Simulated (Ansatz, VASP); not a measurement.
RuSe in VASP and in Ansatz

The input INCAR:

```
SYSTEM = RuSe
PREC     = Accurate       ! precision mode
ENCUT    = 520            ! plane-wave cutoff, eV
EDIFF    = 1E-6           ! SCF threshold, eV
ISMEAR   = 0              ! smearing method
SIGMA    = 0.05           ! smearing width, eV
LREAL    = .FALSE.        ! projectors in reciprocal space
LASPH    = .TRUE.         ! aspherical terms in the spheres
NELM     = 100            ! most SCF steps
ALGO     = Normal         ! electronic algorithm
ISIF     = 2              ! what is computed and relaxed
LWAVE    = .FALSE.        ! write WAVECAR
LCHARG   = .FALSE.        ! write CHGCAR
ISPIN    = 2              ! spin polarisation
MAGMOM   = 1 -0.5 0 0     ! initial moments
LORBIT   = 11             ! projections on sites
LMAXMIX  = 4              ! l up to which the mixer works
```

KPOINTS

```
Automatic mesh
0
G
  6 6 6
  0 0 0
```

Contents of POSCAR:

```
RuSe
1.0
    5.3552328200      2.6776164100      2.6776164100
    2.6776164100      5.3552328200      2.6776164100
    2.6776164100      2.6776164100      5.3552328200
Ru Se
2 2
Direct
    0.2500000000      0.2500000000      0.2500000000
    0.7500000000      0.7500000000      0.7500000000
    0.0000000000      0.0000000000      0.0000000000
    0.5000000000      0.5000000000      0.5000000000
```

Contents of input.yaml:

```yaml
crystal:
  lattice:
    - [5.35523282, 2.67761641, 2.67761641]
    - [2.67761641, 5.35523282, 2.67761641]
    - [2.67761641, 2.67761641, 5.35523282]
  atoms:
    - { symbol: Ru, position: [0.25, 0.25, 0.25], spin: 1.0 }
    - { symbol: Ru, position: [0.75, 0.75, 0.75], spin: -0.5 }
    - { symbol: Se, position: [0.0, 0.0, 0.0] }
    - { symbol: Se, position: [0.5, 0.5, 0.5] }
hamiltonian:
  xc: lda
  pseudopotentials: { kind: paw }
magnetization:
  spin_polarized: true
kpoints:
  mp_grid: { grid: [6, 6, 6] }
scf:
  occupations: { method: gaussian, width: 0.05 }
output:
  forces: true
  stress: true
  eigenvalues: true
```

Alike in both runs: task single point; functional LDA; k mesh 6 × 6 × 6; occupations gaussian, width 0.05 eV; collinear spin, ferrimagnetic start.

|  | VASP | Ansatz |
| --- | --- | --- |
| version | VASP 6.6.1 | Ansatz 0.2.0 |
| potentials or method | VASP PAW LDA potentials, release 64 (Ru_pv, Se) | Ansatz PAW |
| plane-wave cutoff (eV) | 520 | 420 |
| valence electrons in the cell | 40 | 64 |

```csv
,VASP,Ansatz,Ansatz less VASP
gap on the k mesh at the Fermi level (eV),none,none,-
pressure (GPa),-20.6,-19.5,+1.14
"traceless stress, the component that is largest in VASP (GPa)",0.00,-0.07,-0.072
net moment per atom (μB),0.00,0.49,+0.487
size of the moment on the site where the two differ most (μB),0.03,0.81,+0.783
```

The net moments are unlike, so the other rows may belong to different states. LDA's correlation is that of Perdew and Zunger in VASP and of Perdew and Wang (1992) in Ansatz. Site moments also hang on the region over which each program counts them. A gap of «none» marks a metal or a gap that the smearing closes. VASP's potentials hold 40 valence electrons a cell and Ansatz's 64, so a difference there can come from the potentials and not from the codes.
